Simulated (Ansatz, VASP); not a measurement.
## ZnO in VASP and in Ansatz

```xyz
4
Lattice="3.2494 0.0000 0.0000 -1.6247 2.8141 0.0000 0.0000 0.0000 5.3599" Properties=species:S:1:pos:R:3 pbc="T T T"
Zn    0.0000    1.8760    0.0000
Zn    1.6247    0.9380    2.6800
O     0.0000    1.8760    2.0480
O     1.6247    0.9380    4.7280
```

Change from the starting cell: zz strain of +3 %.

Alike in both runs: task single point; functional PBE; k mesh 11 × 11 × 6; occupations fermi-dirac, width 0.02 eV; no spin polarisation.

|  | VASP | Ansatz |
| --- | --- | --- |
| version | VASP 6.6.1 | Ansatz 0.2.0 |
| potentials or method | VASP PAW PBE potentials, release 64 (Zn, O), cutoff 520 eV | all-electron LAPW, scalar-relativistic |

|  | VASP | Ansatz | Ansatz less VASP |
| --- | --- | --- | --- |
| gap on the k mesh at the Fermi level (eV) | 0.71 | 0.74 | +0.031 |
| pressure (GPa) | 2.0 | 0.9 | -1.03 |
| traceless stress, the component that is largest in VASP (GPa) | -3.73 | -3.52 | +0.204 |
| rms of the force components (eV/Å) | 0.140 | 0.129 | -0.0109 |

Atom by atom the forces differ by 0.011 eV/Å (rms over components). Ansatz ran all-electron here, and VASP with PAW potentials.
